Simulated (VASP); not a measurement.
# Au (Fd-3m) in VASP: a series of runs

Runs on Au. Level: PBE. Tasks: single point, relaxation of cell and atoms.

Program: VASP 6.6.1. These are calculated values, not measurements. Logs are shortened: lines on timing, memory, paths and dates and some standing lists are left out, and cuts for length are marked.

## 1. The cell of the first run

Symmetry: Fd-3m, No. 227, cubic system. Conventional cell: a = 5.093 Å, b = 5.093 Å, c = 5.093 Å, α = 90.00°, β = 90.00°, γ = 90.00°. Within 2.9 Å of Au (site symmetry -43m) lie 4 Au at 2.21 Å.

## 2. Single point, PBE

INCAR

```
PREC = Accurate ; ENCUT = 520
EDIFF = 1E-7 ; ISMEAR = -1
SIGMA = 0.1 ; LREAL = False
LASPH = True ; NELM = 60
ALGO = Normal ; ISIF = 2
LWAVE = False ; LCHARG = True
GGA = PE ; LELF = True
LVHAR = True ; NBANDS = 18
```

KPOINTS

```
regular mesh
0
Gamma
  13 13 13
```

POSCAR

```
Au
1.0
    0.0000000000      2.5466734290      2.5466734290
    2.5466734290      0.0000000000      2.5466734290
    2.5466734290      2.5466734290      0.0000000000
Au
2
Direct
   -0.1250000000     -0.1250000000     -0.1250000000
    0.1250000000      0.1250000000      0.1250000000
```

Potentials or basis: VASP PAW PBE potentials, release 64 (Au).

Started as:

```
cat potpaw_PBE.64/Au/POTCAR > POTCAR
mpirun -np 1 vasp_std > vasp.out
```

OUTCAR:

```text
PREC = Accurate
   ENCUT = 520
   EDIFF = 1E-7
   ISMEAR = -1
   LREAL = False
   LASPH = True
   NELM = 60
   ISIF = 2
   GGA = PE

 ion  position               nearest neighbor table
   1  0.875  0.875  0.875-   2 2.21   2 2.21   2 2.21   2 2.21
   2  0.125  0.125  0.125-   1 2.21   1 2.21   1 2.21   1 2.21

  LATTYP: Found a face centered cubic cell.
 ALAT       =     5.0933468580

  Lattice vectors:

 A1 = (   0.0000000000,   2.5466734290,   2.5466734290)
 A2 = (   2.5466734290,   0.0000000000,   2.5466734290)
 A3 = (   2.5466734290,   2.5466734290,   0.0000000000)

Analysis of symmetry for initial positions (statically):
=====================================================================
 Subroutine PRICEL returns:
 Original cell was already a primitive cell.

 Routine SETGRP: Setting up the symmetry group for a
 face centered cubic supercell.

 Subroutine GETGRP returns: Found 48 space group operations
 (whereof 12 operations were pure point group operations)
 out of a pool of 48 trial point group operations.

The static configuration has the point symmetry D_3d.
 The point group associated with its full space group is O_h .

Analysis of symmetry for dynamics (positions and initial velocities):
=====================================================================
 Subroutine PRICEL returns:
 Original cell was already a primitive cell.

 Routine SETGRP: Setting up the symmetry group for a
 face centered cubic supercell.

 Subroutine GETGRP returns: Found 48 space group operations
 (whereof 12 operations were pure point group operations)
 out of a pool of 48 trial point group operations.

The dynamic configuration has the point symmetry D_3d.
 The point group associated with its full space group is O_h .

 Subroutine INISYM returns: Found 48 space group operations
 (whereof 12 operations are pure point group operations),
 and found     1 'primitive' translations

----------------------------------------------------------------------------------------

                                     Primitive cell

  volume of cell :      33.0331

  direct lattice vectors                    reciprocal lattice vectors
     0.000000000  2.546673429  2.546673429    -0.196334557  0.196334557  0.196334557
     2.546673429  0.000000000  2.546673429     0.196334557 -0.196334557  0.196334557
     2.546673429  2.546673429  0.000000000     0.196334557  0.196334557 -0.196334557

  length of vectors
     3.601540102  3.601540102  3.601540102     0.340061428  0.340061428  0.340061428

  position of ions in fractional coordinates (direct lattice)
     0.875000000  0.875000000  0.875000000
     0.125000000  0.125000000  0.125000000

  ion indices of the primitive-cell ions
   primitive index   ion index
                 1           1
                 2           2

----------------------------------------------------------------------------------------

 KPOINTS: regular mesh

Automatic generation of k-mesh.
 Grid dimensions read from file:
 generate k-points for:   13   13   13

 Generating k-lattice:

  Cartesian coordinates                     Fractional coordinates (reciprocal lattice)
    -0.015102658  0.015102658  0.015102658     0.076923077  0.000000000  0.000000000
     0.015102658 -0.015102658  0.015102658     0.000000000  0.076923077  0.000000000
     0.015102658  0.015102658 -0.015102658     0.000000000  0.000000000  0.076923077

  Length of vectors
     0.026158571  0.026158571  0.026158571

  Shift w.r.t. Gamma in fractional coordinates (k-lattice)
     0.000000000  0.000000000  0.000000000

 Subroutine IBZKPT returns following result:
 ===========================================

 Found     84 irreducible k-points:

 Following reciprocal coordinates:
            Coordinates               Weight
  0.000000  0.000000  0.000000      1.000000
  0.076923  0.000000  0.000000      8.000000
  0.153846  0.000000  0.000000      8.000000
  0.230769  0.000000  0.000000      8.000000
  0.307692  0.000000  0.000000      8.000000
  0.384615  0.000000  0.000000      8.000000
[... 16 lines left out ...]
  0.384615  0.153846  0.000000     24.000000
  0.461538  0.153846  0.000000     24.000000
 [... further k-points ...]
   k-points           NKPTS =     84   k-points in BZ     NKDIM =     84   number of bands    NBANDS=     18
   number of dos      NEDOS =    301   number of ions     NIONS =      2
   total plane-waves  NPLWV =  21952
   dimension x,y,z NGX =    28 NGY =   28 NGZ =   28
   dimension x,y,z NGXF=    56 NGYF=   56 NGZF=   56
   ions per type =               2
   NGX,Y,Z   is equivalent  to a cutoff of  12.92, 12.92, 12.92 a.u.
   NGXF,Y,Z  is equivalent  to a cutoff of  25.85, 25.85, 25.85 a.u.
 SYSTEM =  unknown system
   PREC   = accura    normal or accurate (medium, high low for compatibility)
   ISTART =      0    job   : 0-new  1-cont  2-samecut
   ICHARG =      2    charge: 1-file 2-atom 10-const
   ISPIN  =      1    spin polarized calculation?
   LNONCOLLINEAR =      F non collinear calculations
   LSORBIT =      F    spin-orbit coupling
   LASPH  =      T    aspherical Exc in radial PAW
   ENCUT  =  520.0 eV  38.22 Ry    6.18 a.u.   6.70  6.70  6.70*2*pi/ulx,y,z
   NELM   =     60;   NELMIN=  2; NELMDL= -5     # of ELM steps
   EDIFF  = 0.1E-06   stopping-criterion for ELM
   LREAL  =      F    real-space projection
   EDIFFG = 0.1E-05   stopping-criterion for IOM
   NSW    =      0    number of steps for IOM
   IBRION =     -1    ionic relax: 0-MD 1-quasi-New 2-CG
   NFREE  =      0    steps in history (QN), initial steepest desc. (CG)
   ISIF   =      2    stress and relaxation
   ISYM   =      2    0-nonsym 1-usesym 2-fastsym
   POTIM  = 0.5000    time-step for ionic-motion
   TEBEG  =    0.0;   TEEND  =   0.0 temperature during run
   PSTRESS=    0.0 pullay stress
   NELECT =      22.0000    total number of electrons
   NUPDOWN=      -1.0000    fix difference up-down
   EMIN   =  10.00;   EMAX   =-10.00  energy-range for DOS
   EFERMI =   0.00;   METHOD = LEGACY
   ISMEAR =    -1;   SIGMA  =   0.10  broadening in eV -4-tet -1-fermi 0-gaus
   EFERMI_NEDOS =   21; number of points for ismear=-14 and -15
   IALGO  =     38    algorithm
   IMIX   =      4    mixing-type and parameters
     AMIX     =   0.40;   BMIX     =  1.00
     AMIX_MAG =   1.60;   BMIX_MAG =  1.00
  volume/ion in A,a.u.               =      16.52       111.46
  Fermi-wavevector in a.u.,A,eV,Ry     =   1.429659  2.701664 27.809287  2.043925
  Thomas-Fermi vector in A             =   2.549589
   LORBIT       =      0    0 simple, 1 ext, 2 COOP (PROOUT), +10 PAW based schemes
   GGA     = PE    functional components
[... 5 lines left out ...]
 non-spin polarized calculation
  energy-cutoff  :      520.00
  volume of cell :       33.03
 maximum number of plane-waves:       911
   NGX = 13   NGY = 13   NGZ = 13

 number of electron      22.0000000 magnetization

 Free energy of the ion-electron system (eV)
  ---------------------------------------------------
  ext. energy  EPLUGINS =         0.00000000
  ---------------------------------------------------
  free energy    TOTEN  =         1.42965874 eV

  energy without entropy =        1.45630721  energy(sigma->0) =        1.44298298

 E-fermi :  10.4839     XC(G=0): -12.5030

 val. band max:       10.4519689209   @ k =  -0.4615   0.0769   0.0000
 cond. band min:      10.5121448971   @ k =  -0.4615   0.4615   0.0769
 fundamental gap:      0.0601759762
 Fermi energy:        10.4838723059

 k-point     1 :       0.0000    0.0000    0.0000
  band No.  band energies     occupation
      1      -0.1445      2.00000
      2       2.1976      2.00000
      3       2.1976      2.00000
      4       2.7496      2.00000
      5       2.7496      2.00000
      6       2.7496      2.00000
[... 10 lines left out ...]
     17      25.5516      0.00000
     18      25.5517      0.00000

 k-point     2 :       0.0769    0.0000    0.0000
  band No.  band energies     occupation
      1      -0.0194      2.00000
      2       2.1072      2.00000
      3       2.1072      2.00000
      4       2.7348      2.00000
      5       2.8840      2.00000
      6       2.8840      2.00000
[... 10 lines left out ...]
     17      24.4781      0.00000
     18      24.7472      0.00000

 k-point     3 :       0.1538    0.0000    0.0000
  band No.  band energies     occupation
      1       0.3375      2.00000
      2       1.9841      2.00000
      3       1.9841      2.00000
      4       2.6967      2.00000
      5       3.1107      2.00000
      6       3.1107      2.00000
[... 10 lines left out ...]
     17      24.3940      0.00000
     18      24.3940      0.00000

 k-point     4 :       0.2308    0.0000    0.0000
  band No.  band energies     occupation
      1       0.8622      2.00000
      2       1.9366      2.00000
      3       1.9366      2.00000
      4       2.6504      2.00000
      5       3.2470      2.00000
      6       3.2470      2.00000
[... 375 lines left out ...]
      4       2.5456      2.00000
      5       2.9411      2.00000
      6       3.9254      2.00000
[... 10 lines left out ...]
     17      25.7791      0.00000
     18      25.9877      0.00000

 k-point    23 :       0.3846    0.1538    0.0000
  band No.  band energies     occupation
      1       1.4878      2.00000
      2       1.9141      2.00000
      3       2.4864      2.00000
      4       2.4921      2.00000
      5       2.9820      2.00000
      6       3.8426      2.00000
[... 10 lines left out ...]
     17      26.2279      0.00000
     18      26.5298      0.00000

 k-point    24 :       0.4615    0.1538    0.0000
  band No.  band energies     occupation
      1       1.5606      2.00000
      2       2.1292      2.00000
      3       2.3688      2.00000
      4       2.5665      2.00000
      5       3.0971      2.00000
      6       3.6284      2.00000
[... 10 lines left out ...]
     17      26.6744      0.00000
     18      26.8455      0.00000

 [... further k-points ...]

------------------------ aborting loop because EDIFF is reached ----------------------------------------

  FORCE on cell =-STRESS in cart. coord.  units (eV):
  Direction    XX          YY          ZZ          XY          YZ          ZX
  --------------------------------------------------------------------------------------
  -------------------------------------------------------------------------------------
  Total       30.4242128     30.4242128     30.4242128      0.0000000      0.0000000      0.0000000
  in kB     1475.6391394   1475.6391394   1475.6391394      0.0000000      0.0000000      0.0000000
  external PRESSURE =    1475.6391394 kB  Pullay stress =       0.0000000 kB

 VOLUME and BASIS-vectors are now :
 -----------------------------------------------------------------------------
  energy-cutoff  :      520.00
  volume of cell :       33.03
      direct lattice vectors                 reciprocal lattice vectors
     0.000000000  2.546673429  2.546673429    -0.196334557  0.196334557  0.196334557
     2.546673429  0.000000000  2.546673429     0.196334557 -0.196334557  0.196334557
     2.546673429  2.546673429  0.000000000     0.196334557  0.196334557 -0.196334557

 POSITION                                       TOTAL-FORCE (eV/Angst)
 -----------------------------------------------------------------------------------
      4.45668      4.45668      4.45668        -0.000000     -0.000000     -0.000000
      0.63667      0.63667      0.63667         0.000000      0.000000      0.000000
 -----------------------------------------------------------------------------------
    total drift:                                0.000000     -0.000000     -0.000000

  FREE ENERGIE OF THE ION-ELECTRON SYSTEM (eV)
  ---------------------------------------------------
  free  energy   TOTEN  =         1.4296587407 eV

  energy  without entropy=        1.4563072102  energy(sigma->0) =        1.44298298
```

Run time: 32 s. Hardware: 1 thread of Intel Xeon Platinum 8488C (Sapphire Rapids), shared host; peak memory 0.18 GiB.

What came out:

```yaml
Free_energy: 1.4297 eV
Pressure: 147.6 GPa
Band_gap_on_the_k_mesh: zero (band 11 reaches 11.03 eV, above the bottom of band 12 at 10.36 eV)
```

Levels at points of the mesh, in eV from the Fermi level:
```tsv
k point	band 8	band 9	band 10	band 11	band 12	band 13	band 14	band 15
(0.00, 0.00, 0.00)	-4.10	-4.10	-1.22	-1.22	11.34	11.53	12.95	12.95
```

Caveat: spin-orbit coupling is left out, which moves the levels of the heavy elements.

## 3. Single point, PBE

INCAR

```
SYSTEM = Au
ALGO = Normal
EDIFF = 1E-6
ENCUT = 520
GGA = PE
ISIF = 2
ISMEAR = -1
LASPH = .True.
LCHARG = .False.
LREAL = .False.
LWAVE = .False.
NBANDS = 18
NELM = 100
PREC = Accurate
SIGMA = 0.1
```

KPOINTS

```
k-points
0
Gamma
  13 13 13
  0 0 0
```

POSCAR

```
Au
1.0
    0.0000000000      2.5469464488      2.5469464488
    2.5469464488      0.0000000000      2.5469464488
    2.5469464488      2.5469464488      0.0000000000
Au
2
Direct
   -0.1250000000     -0.1250000000     -0.1250000000
    0.1250000000      0.1250000000      0.1250000000
```

Potentials or basis: VASP PAW PBE potentials, release 64 (Au).

Started as:

```
cat potpaw_PBE.64/Au/POTCAR > POTCAR
mpirun -np 1 vasp_std > vasp.out
```

Wall time 29 s (1 thread of Intel Xeon Platinum 8488C (Sapphire Rapids), shared host); peak memory 0.18 GiB.

The run converged. Its results:

```yaml
Free_energy: 1.4199 eV
Pressure: 147.4 GPa
Band_gap_on_the_k_mesh: zero (band 11 reaches 11.02 eV, above the bottom of band 12 at 10.35 eV)
```

Levels at points of the mesh, in eV from the Fermi level:
```csv
k point,band 8,band 9,band 10,band 11,band 12,band 13,band 14,band 15
"(0.00, 0.00, 0.00)",-4.10,-4.10,-1.22,-1.22,11.34,11.53,12.95,12.95
```

Caveat: spin-orbit coupling is left out, which moves the levels of the heavy elements.

## 4. Relaxation of cell and atoms, PBE, target pressure 150 GPa, at which the enthalpy is minimised

This run uses another cell than the first one, of 13.74 Å³/atom, 0.832 times its volume.

INCAR

```
PREC = Accurate ; ENCUT = 600
EDIFF = 1E-6 ; ISMEAR = -1
SIGMA = 0.1 ; LREAL = False
LASPH = True ; NELM = 80
ALGO = Normal ; ISIF = 3
LWAVE = False ; LCHARG = False
GGA = PE ; IBRION = 2
NSW = 60 ; EDIFFG = -0.005
PSTRESS = 1500.0
```

KPOINTS

```
Automatic mesh
0
Gamma
  13 13 13
```

POSCAR

```
Au
1.0
    0.0000000000      2.3951306874      2.3951306874
    2.3951306874      0.0000000000      2.3951306874
    2.3951306874      2.3951306874      0.0000000000
Au
2
Direct
   -0.1250000000     -0.1250000000     -0.1250000000
    0.1250000000      0.1250000000      0.1250000000
```

Started as:

```
cat potpaw_PBE.64/Au/POTCAR > POTCAR
mpirun -np 1 vasp_std > vasp.out
```

Run time: 1.8 min. Hardware: 1 thread of AMD EPYC 9R45 (Zen 5), shared host; peak memory 0.16 GiB.

It converged, with:

```yaml
Free_energy: 1.5493 eV
Relaxed_volume: 16.45 Å³/atom
Relaxed_cell: a = 3.597 Å, b = 3.597 Å, c = 3.597 Å, α = 60.00°, β = 60.00°, γ = 60.00°
Space_group_after_relaxing_to_0.05_Å: Fd-3m (No. 227)
Energy_change_on_relaxing_the_enthalpy_is_what_falls: -3706.7 meV/atom
Ionic_steps: 6
Pressure_after_relaxing: 150.0 GPa
Band_gap_on_the_k_mesh: zero (band 11 reaches 11.10 eV, above the bottom of band 12 at 10.43 eV)
```

Step by step:
| step | energy change (eV) | largest force (eV/Å) | pressure (GPa) | volume (Å³) |
| --- | --- | --- | --- | --- |
| 1 | 0.0000 | 0.0000 | 306.54 | 27.48 |
| 2 | -11.5854 | 0.0000 | -6.59 | 122.92 |
| 3 | -12.2984 | 0.0000 | 46.55 | 41.72 |
| 4 | -8.4430 | 0.0000 | 128.42 | 34.10 |
| 5 | -7.5630 | 0.0000 | 146.88 | 33.07 |
| 6 | -7.4135 | 0.0000 | 150.01 | 32.91 |

Final structure:
```
Au
1.0
     0.00000    2.54345    2.54345
     2.54345    0.00000    2.54345
     2.54345    2.54345    0.00000
Au
2
Direct
  0.87500 0.87500 0.87500
  0.12500 0.12500 0.12500
```

Levels at points of the mesh, in eV from the Fermi level:
```tsv
k point	band 8	band 9	band 10	band 11	band 12	band 13	band 14	band 15
(0.00, 0.00, 0.00)	-4.12	-4.12	-1.22	-1.22	11.35	11.54	12.95	12.95
```

Caveat: the cell is relaxed towards a set pressure, so the enthalpy falls and the energy may rise; the volume moved by over 15 % at a fixed basis, so the end points are rough; spin-orbit coupling is left out, which moves the levels of the heavy elements.

## 5. Relaxation of cell and atoms, PBE, target pressure 150 GPa, at which the enthalpy is minimised

INCAR

```
SYSTEM = Au
PREC = Accurate ; ENCUT = 600
EDIFF = 1E-6 ; ISMEAR = -1
SIGMA = 0.1 ; LREAL = .FALSE.
LASPH = .TRUE. ; NELM = 60
ALGO = Normal ; ISIF = 3
LWAVE = .FALSE. ; LCHARG = .FALSE.
GGA = PE ; IBRION = 2
NSW = 32 ; EDIFFG = -0.005
PSTRESS = 1500.0
```

KPOINTS

```
Automatic mesh
0
G
  13 13 13
  0 0 0
```

POSCAR

```
Au
1.0
    0.0000000000      2.5466734290      2.5466734290
    2.5466734290      0.0000000000      2.5466734290
    2.5466734290      2.5466734290      0.0000000000
Au
2
Direct
   -0.1250000000     -0.1250000000     -0.1250000000
    0.1250000000      0.1250000000      0.1250000000
```

Started as:

```
cat potpaw_PBE.64/Au/POTCAR > POTCAR
mpirun -np 1 vasp_std > vasp.out
```

It took 53 s on 1 thread of AMD EPYC 9R45 (Zen 5), shared host; peak memory 0.17 GiB.

The run converged. Its results:

```
Free energy                                            : 1.5390 eV
Relaxed volume                                         : 16.46 Å³/atom
Relaxed cell                                           : a = 3.597 Å, b = 3.597 Å, c = 3.597 Å, α = 60.00°, β = 60.00°, γ = 60.00°
Space group after relaxing (to 0.05 Å)                 : Fd-3m (No. 227)
Energy change on relaxing (the enthalpy is what falls) : +54.7 meV/atom
Ionic steps                                            : 3
Pressure after relaxing                                : 150.0 GPa
Band gap on the k mesh                                 : zero (band 11 reaches 11.10 eV, above the bottom of band 12 at 10.42 eV)
```

Step by step:
| step | energy change (eV) | largest force (eV/Å) | pressure (GPa) | volume (Å³) |
| --- | --- | --- | --- | --- |
| 1 | 0.0000 | 0.0000 | 147.67 | 33.03 |
| 2 | 1.1264 | 0.0000 | 171.32 | 31.90 |
| 3 | 0.1093 | 0.0000 | 150.00 | 32.92 |

Final structure:
```
CELL_PARAMETERS angstrom
0.00000 2.54364 2.54364
2.54364 0.00000 2.54364
2.54364 2.54364 0.00000
ATOMIC_POSITIONS crystal
Au 0.87500 0.87500 0.87500
Au 0.12500 0.12500 0.12500
```

Levels at points of the mesh, in eV from the Fermi level:
```
           k point  band 8  band 9  band 10  band 11  band 12  band 13  band 14  band 15
(0.00, 0.00, 0.00)   -4.12   -4.12    -1.22    -1.22    11.35    11.54    12.95    12.95
```

Caveat: the cell is relaxed towards a set pressure, so the enthalpy falls and the energy may rise; spin-orbit coupling is left out, which moves the levels of the heavy elements.

## 6. The runs side by side

| task | cell | cutoff (eV) | gap on the mesh (eV) | pressure (GPa) |
| --- | --- | --- | --- | --- |
| single point | a = 3.602 Å, angles 60.0°, 2 atoms | 520 | none | 147.4 |
| relaxation of cell and atoms | relaxed to 150 GPa from a = 3.387 Å, angles 60.0°, 2 atoms | 600 | none | 150.0 |
| relaxation of cell and atoms | relaxed to 150 GPa from a = 3.602 Å, angles 60.0°, 2 atoms | 600 | none | 150.0 |

Alike in all rows: level PBE; potentials or basis VASP PAW PBE potentials, release 64 (Au); no spin polarisation; k mesh 13 × 13 × 13; smearing fermi-dirac 0.1 eV.

Caveats: spin-orbit coupling is left out, which moves the levels of the heavy elements; the cell is relaxed towards a set pressure, so the enthalpy falls and the energy may rise (some runs); the volume moved by over 15 % at a fixed basis, so the end points are rough (some runs).

Absolute energies hang on the potentials; compare differences alone.
